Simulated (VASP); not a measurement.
# Cl (Im-3m) in VASP: further runs

Runs on Cl. Level: PBE. Tasks: single point, relaxation of cell and atoms.

All numbers are computed with VASP 6.6.1; they aren't measurements. Logs are shortened: lines on timing, memory, paths and dates and some standing lists are left out, and cuts for length are marked.

## Step 1: The cell of the first run

Symmetry: Im-3m, No. 229, cubic system. The conventional cell has a = 3.494 Å, b = 3.494 Å, c = 3.494 Å, α = 90.00°, β = 90.00°, γ = 90.00°. Cl (site symmetry m-3m) has 14 Cl at 3.03 to 3.49 Å within 4.0 Å.

## Step 2: Single point, PBE

Contents of INCAR:

```
SYSTEM = Cl
PREC = Accurate
ENCUT = 500
EDIFF = 1E-6
ISMEAR = -1
SIGMA = 0.02
LREAL = .False.
LASPH = .True.
NELM = 120
ALGO = Normal
ISIF = 2
LWAVE = .False.
LCHARG = .False.
GGA = PE
NBANDS = 10
GGA_COMPAT = .False.
```

Contents of KPOINTS:

```
regular mesh
0
Gamma
  17 17 17
  0 0 0
```

Contents of POSCAR:

```
Cl
1.0
   -1.7471343541      1.7471343541      1.7471343541
    1.7471343541     -1.7471343541      1.7471343541
    1.7471343541      1.7471343541     -1.7471343541
Cl
1
Direct
    0.0000000000      0.0000000000      0.0000000000
```

Potentials or basis: VASP PAW PBE potentials, release 64 (Cl).

On the command line:

```bash
$ cat potpaw_PBE.64/Cl/POTCAR > POTCAR
$ mpirun -np 1 vasp_std > vasp.out
```

OUTCAR:

```text
SYSTEM = Cl
   PREC = Accurate
   ENCUT = 500
   EDIFF = 1E-6
   ISMEAR = -1
   LREAL = .False.
   LASPH = .True.
   NELM = 120
   ISIF = 2
   GGA = PE

 ion  position               nearest neighbor table
   1  0.000  0.000  0.000-

  LATTYP: Found a body centered cubic cell.
 ALAT       =     3.4942687082

  Lattice vectors:

 A1 = (  -1.7471343541,   1.7471343541,   1.7471343541)
 A2 = (   1.7471343541,  -1.7471343541,   1.7471343541)
 A3 = (   1.7471343541,   1.7471343541,  -1.7471343541)

Analysis of symmetry for initial positions (statically):
=====================================================================
 Subroutine PRICEL returns:
 Original cell was already a primitive cell.

 Routine SETGRP: Setting up the symmetry group for a
 body centered cubic supercell.

 Subroutine GETGRP returns: Found 48 space group operations
 (whereof 48 operations were pure point group operations)
 out of a pool of 48 trial point group operations.

The static configuration has the point symmetry O_h .

Analysis of symmetry for dynamics (positions and initial velocities):
=====================================================================
 Subroutine PRICEL returns:
 Original cell was already a primitive cell.

 Routine SETGRP: Setting up the symmetry group for a
 body centered cubic supercell.

 Subroutine GETGRP returns: Found 48 space group operations
 (whereof 48 operations were pure point group operations)
 out of a pool of 48 trial point group operations.

The dynamic configuration has the point symmetry O_h .

 Subroutine INISYM returns: Found 48 space group operations
 (whereof 48 operations are pure point group operations),
 and found     1 'primitive' translations

----------------------------------------------------------------------------------------

                                     Primitive cell

  volume of cell :      21.3324

  direct lattice vectors                    reciprocal lattice vectors
    -1.747134354  1.747134354  1.747134354     0.000000000  0.286182914  0.286182914
     1.747134354 -1.747134354  1.747134354     0.286182914  0.000000000  0.286182914
     1.747134354  1.747134354 -1.747134354     0.286182914  0.286182914  0.000000000

  length of vectors
     3.026125469  3.026125469  3.026125469     0.404723758  0.404723758  0.404723758

  position of ions in fractional coordinates (direct lattice)
     0.000000000  0.000000000  0.000000000

  ion indices of the primitive-cell ions
   primitive index   ion index
                 1           1

----------------------------------------------------------------------------------------

 KPOINTS: regular mesh

Automatic generation of k-mesh.
 Grid dimensions read from file:
 generate k-points for:   17   17   17

 Generating k-lattice:

  Cartesian coordinates                     Fractional coordinates (reciprocal lattice)
     0.000000000  0.016834289  0.016834289     0.058823529  0.000000000  0.000000000
     0.016834289  0.000000000  0.016834289     0.000000000  0.058823529  0.000000000
     0.016834289  0.016834289  0.000000000     0.000000000  0.000000000  0.058823529

  Length of vectors
     0.023807280  0.023807280  0.023807280

  Shift w.r.t. Gamma in fractional coordinates (k-lattice)
     0.000000000  0.000000000  0.000000000

 Subroutine IBZKPT returns following result:
 ===========================================

 Found    165 irreducible k-points:

 Following reciprocal coordinates:
            Coordinates               Weight
  0.000000  0.000000  0.000000      1.000000
  0.058824  0.000000  0.000000     12.000000
  0.117647  0.000000  0.000000     12.000000
  0.176471  0.000000  0.000000     12.000000
  0.235294  0.000000  0.000000     12.000000
  0.294118  0.000000  0.000000     12.000000
[... 16 lines left out ...]
  0.411765  0.117647  0.000000     48.000000
  0.176471  0.176471  0.000000     24.000000
 [... further k-points ...]
   k-points           NKPTS =    165   k-points in BZ     NKDIM =    165   number of bands    NBANDS=     10
   number of dos      NEDOS =    301   number of ions     NIONS =      1
   total plane-waves  NPLWV =  13824
   dimension x,y,z NGX =    24 NGY =   24 NGZ =   24
   dimension x,y,z NGXF=    48 NGYF=   48 NGZF=   48
   ions per type =               1
   NGX,Y,Z   is equivalent  to a cutoff of  13.18, 13.18, 13.18 a.u.
   NGXF,Y,Z  is equivalent  to a cutoff of  26.37, 26.37, 26.37 a.u.
 SYSTEM =  Cl
   PREC   = accura    normal or accurate (medium, high low for compatibility)
   ISTART =      0    job   : 0-new  1-cont  2-samecut
   ICHARG =      2    charge: 1-file 2-atom 10-const
   ISPIN  =      1    spin polarized calculation?
   LNONCOLLINEAR =      F non collinear calculations
   LSORBIT =      F    spin-orbit coupling
   LASPH  =      T    aspherical Exc in radial PAW
   ENCUT  =  500.0 eV  36.75 Ry    6.06 a.u.   5.52  5.52  5.52*2*pi/ulx,y,z
   NELM   =    120;   NELMIN=  2; NELMDL= -5     # of ELM steps
   EDIFF  = 0.1E-05   stopping-criterion for ELM
   LREAL  =      F    real-space projection
   EDIFFG = 0.1E-04   stopping-criterion for IOM
   NSW    =      0    number of steps for IOM
   IBRION =     -1    ionic relax: 0-MD 1-quasi-New 2-CG
   NFREE  =      0    steps in history (QN), initial steepest desc. (CG)
   ISIF   =      2    stress and relaxation
   ISYM   =      2    0-nonsym 1-usesym 2-fastsym
   POTIM  = 0.5000    time-step for ionic-motion
   TEBEG  =    0.0;   TEEND  =   0.0 temperature during run
   PSTRESS=    0.0 pullay stress
   NELECT =       7.0000    total number of electrons
   NUPDOWN=      -1.0000    fix difference up-down
   EMIN   =  10.00;   EMAX   =-10.00  energy-range for DOS
   EFERMI =   0.00;   METHOD = LEGACY
   ISMEAR =    -1;   SIGMA  =   0.02  broadening in eV -4-tet -1-fermi 0-gaus
   EFERMI_NEDOS =   21; number of points for ismear=-14 and -15
   IALGO  =     38    algorithm
   IMIX   =      4    mixing-type and parameters
     AMIX     =   0.40;   BMIX     =  1.00
     AMIX_MAG =   1.60;   BMIX_MAG =  1.00
  volume/ion in A,a.u.               =      21.33       143.96
  Fermi-wavevector in a.u.,A,eV,Ry     =   1.129175  2.133831 17.347917  1.275036
  Thomas-Fermi vector in A             =   2.265867
   LORBIT       =      0    0 simple, 1 ext, 2 COOP (PROOUT), +10 PAW based schemes
   GGA     = PE    functional components
   LHFCALC =     F    Hartree Fock is set to
   AEXX    =    0.0000 exact exchange contribution
   IVDW    =     0    specifies the selected vdW correction
   LEPSILON=     F    determine dielectric tensor
   LRPA    =     F    only Hartree local field effects (RPA)
 non-spin polarized calculation
  energy-cutoff  :      500.00
  volume of cell :       21.33
 maximum number of plane-waves:       559
 NGX is ok and might be reduce to    24
   NGX = 11   NGY = 11   NGZ = 11

 number of electron       6.9999998 magnetization

 Free energy of the ion-electron system (eV)
  ---------------------------------------------------
  ext. energy  EPLUGINS =         0.00000000
  ---------------------------------------------------
  free energy    TOTEN  =        -0.95873699 eV

  energy without entropy =       -0.95540960  energy(sigma->0) =       -0.95707329

 E-fermi :   1.7768     XC(G=0):  -9.5250

 val. band max:        1.7688174638   @ k =  -0.2941   0.2941   0.1176
 cond. band min:       1.7798642076   @ k =  -0.3529  -0.3529   0.0588
 fundamental gap:      0.0110467438
 Fermi energy:         1.7767712867

 k-point     1 :       0.0000    0.0000    0.0000
  band No.  band energies     occupation
      1     -13.6117      2.00000
      2       2.4255      0.00000
      3       2.4255      0.00000
      4       2.4255      0.00000
      5      11.5236      0.00000
      6      15.8987      0.00000
      7      15.8987      0.00000
      8      15.8987      0.00000
      9      18.7716      0.00000
     10      18.7716      0.00000

 k-point     2 :       0.0588    0.0000    0.0000
  band No.  band energies     occupation
      1     -13.5667      2.00000
      2       2.2039      0.00000
      3       2.3675      0.00000
      4       2.4184      0.00000
      5      11.7363      0.00000
      6      15.7325      0.00000
      7      15.8370      0.00000
      8      16.0906      0.00000
      9      18.4419      0.00000
     10      18.7300      0.00000

 k-point     3 :       0.1176    0.0000    0.0000
  band No.  band energies     occupation
      1     -13.4343      2.00000
      2       1.6106      1.99951
      3       2.2068      0.00000
      4       2.3978      0.00000
      5      12.2484      0.00000
      6      15.3078      0.00000
      7      15.5998      0.00000
      8      16.6514      0.00000
      9      18.0233      0.00000
     10      18.6509      0.00000

 k-point     4 :       0.1765    0.0000    0.0000
  band No.  band energies     occupation
      1     -13.2235      2.00000
      2       0.7951      2.00000
      3       1.9769      0.00009
      4       2.3660      0.00000
      5      12.6681      0.00000
      6      14.7664      0.00000
      7      15.3865      0.00000
      8      17.5419      0.00000
      9      18.0502      0.00000
     10      18.6231      0.00000
[... 222 lines left out ...]
 k-point    22 :       0.3529    0.1176    0.0000
  band No.  band energies     occupation
      1     -12.0173      2.00000
      2      -2.1939      2.00000
      3       0.7385      2.00000
      4       1.9623      0.00019
      5      11.7260      0.00000
      6      13.3942      0.00000
      7      17.3258      0.00000
      8      19.2326      0.00000
      9      20.8494      0.00000
     10      23.4527      0.00000

 k-point    23 :       0.4118    0.1176    0.0000
  band No.  band energies     occupation
      1     -11.8812      2.00000
      2      -2.4681      2.00000
      3       0.6326      2.00000
      4       1.9409      0.00055
      5      11.5432      0.00000
      6      13.3033      0.00000
      7      17.8787      0.00000
      8      19.1670      0.00000
      9      21.2816      0.00000
     10      23.9180      0.00000

 k-point    24 :       0.1765    0.1765    0.0000
  band No.  band energies     occupation
      1     -12.5742      2.00000
      2      -0.8722      2.00000
      3       1.1718      2.00000
      4       2.0004      0.00003
      5      12.9999      0.00000
      6      13.8785      0.00000
      7      15.4269      0.00000
      8      17.7999      0.00000
      9      20.2698      0.00000
     10      20.9372      0.00000

 [... further k-points ...]

------------------------ aborting loop because EDIFF is reached ----------------------------------------

  FORCE on cell =-STRESS in cart. coord.  units (eV):
  Direction    XX          YY          ZZ          XY          YZ          ZX
  --------------------------------------------------------------------------------------
  -------------------------------------------------------------------------------------
  Total       -0.0154958     -0.0154958     -0.0154958      0.0000000      0.0000000      0.0000000
  in kB       -1.1638216     -1.1638216     -1.1638216      0.0000000      0.0000000      0.0000000
  external PRESSURE =      -1.1638216 kB  Pullay stress =       0.0000000 kB

 VOLUME and BASIS-vectors are now :
 -----------------------------------------------------------------------------
  energy-cutoff  :      500.00
  volume of cell :       21.33
      direct lattice vectors                 reciprocal lattice vectors
    -1.747134354  1.747134354  1.747134354     0.000000000  0.286182914  0.286182914
     1.747134354 -1.747134354  1.747134354     0.286182914  0.000000000  0.286182914
     1.747134354  1.747134354 -1.747134354     0.286182914  0.286182914  0.000000000

 POSITION                                       TOTAL-FORCE (eV/Angst)
 -----------------------------------------------------------------------------------
      0.00000      0.00000      0.00000         0.000000      0.000000     -0.000000
 -----------------------------------------------------------------------------------
    total drift:                                0.000000     -0.000000     -0.000000

  FREE ENERGIE OF THE ION-ELECTRON SYSTEM (eV)
  ---------------------------------------------------
  free  energy   TOTEN  =        -0.9587369918 eV

  energy  without entropy=       -0.9554095952  energy(sigma->0) =       -0.95707329
```

Wall time 10 s (1 thread of Intel Xeon Platinum 8488C (Sapphire Rapids), shared host); peak memory 0.15 GiB.

What came out:

| Property | Result |
| --- | --- |
| Free energy | -0.9587 eV |
| Pressure | -0.1 GPa |
| Band gap on the k mesh | zero (an odd number of electrons rules out a gap without spin polarisation) |

Caveat: an odd number of electrons without spin polarisation forces a metal; a magnetic or distorted state may lie lower.

## Step 3: Relaxation of cell and atoms, PBE

This run uses another cell than the first one, of 22.37 Å³/atom.

Contents of INCAR:

```
PREC = Accurate
ENCUT = 500
EDIFF = 1E-7
ISMEAR = -1
SIGMA = 0.02
LREAL = F
LASPH = T
NELM = 120
ALGO = Normal
ISIF = 3
LWAVE = F
LCHARG = F
GGA = PE
IBRION = 2
NSW = 80
EDIFFG = -0.02
GGA_COMPAT = F
NELMIN = 4
```

Contents of KPOINTS:

```
Automatic mesh
0
Gamma
  17 17 17
```

Contents of POSCAR:

```
Cl
1.0
   -1.7750000000      1.7750000000      1.7750000000
    1.7750000000     -1.7750000000      1.7750000000
    1.7750000000      1.7750000000     -1.7750000000
Cl
1
Direct
    0.0000000000      0.0000000000      0.0000000000
```

Potentials or basis: VASP PAW PBE potentials, release 64 (Cl).

On the command line:

```bash
$ cat potpaw_PBE.64/Cl/POTCAR > POTCAR
$ mpirun -np 1 vasp_std > vasp.out
```

It took 19 s on 1 thread of Intel Xeon Platinum 8488C (Sapphire Rapids), shared host; peak memory 0.14 GiB.

The run converged. Its results:

```yaml
Free_energy: -0.9593 eV
Relaxed_volume: 21.28 Å³/atom
Relaxed_cell: a = 3.024 Å, b = 3.024 Å, c = 3.024 Å, α = 109.47°, β = 109.47°, γ = 109.47°
Space_group_after_relaxing_to_0.1_Å: Im-3m (No. 229)
Energy_gained_by_relaxing: 5.3 meV/atom
Ionic_steps: 3
Pressure_after_relaxing: 0.0 GPa
Band_gap_on_the_k_mesh: zero (an odd number of electrons rules out a gap without spin polarisation)
```

The path:
```csv
step,energy change (eV),largest force (eV/Å),pressure (GPa),volume (Å³)
1,0.0000,0.0000,-1.44,22.37
2,-0.0043,0.0000,-0.66,21.72
3,-0.0053,0.0000,-0.04,21.28
```

Final structure:
```yaml
crystal:
  lattice:
    - [-1.74583, 1.74583, 1.74583]
    - [1.74583, -1.74583, 1.74583]
    - [1.74583, 1.74583, -1.74583]
  atoms:
    - { symbol: Cl, position: [0.00000, 0.00000, 0.00000] }
```

Levels at points of the mesh, in eV from the Fermi level:
| k point | band 2 | band 3 | band 4 | band 5 | band 6 | band 7 |
| --- | --- | --- | --- | --- | --- | --- |
| (0.00, 0.00, 0.00) | 0.65 | 0.65 | 0.65 | 9.76 | 14.12 | 14.12 |

Caveat: an odd number of electrons without spin polarisation forces a metal; a magnetic or distorted state may lie lower.
